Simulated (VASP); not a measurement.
A run of VASP 6.6.1 is set up as follows.

Contents of INCAR:

```
ALGO = Normal
EDIFF = 1E-6
ENCUT = 520
GGA = PE
ISIF = 2
ISMEAR = -1
ISPIN = 2
LASPH = T
LCHARG = T
LELF = T
LMAXMIX = 4
LORBIT = 11
LREAL = F
LVHAR = T
LWAVE = F
MAGMOM = 0 2.5
NBANDS = 22
NELM = 150
PREC = Accurate
SIGMA = 0.1
```

Contents of KPOINTS:

```
k-points
0
Gamma
  10 10 10
```

File POSCAR:

```
TiCo
1.0
    2.8830584718      0.0000000000      0.0000000000
    0.0000000000      2.8830584718      0.0000000000
    0.0000000000      0.0000000000      2.8830584718
Ti Co
1 1
Direct
    0.0000000000      0.0000000000      0.0000000000
    0.5000000000      0.5000000000      0.5000000000
```

Potentials or basis: VASP PAW PBE potentials, release 64 (Ti_sv, Co).

Launch:

```bash
$ cat potpaw_PBE.64/Ti_sv/POTCAR potpaw_PBE.64/Co/POTCAR > POTCAR
$ mpirun -np 1 vasp_std > vasp.out
```

Problem. Predict the net moment.

Solution. 0.40 μB per cell.

Problem. Predict the pressure.

Solution. 19.4 GPa.

Problem. What does it give for the site moments?

Solution. Ti +0.01; Co +0.41 μB.

Caveat: the cell stands under pressure.
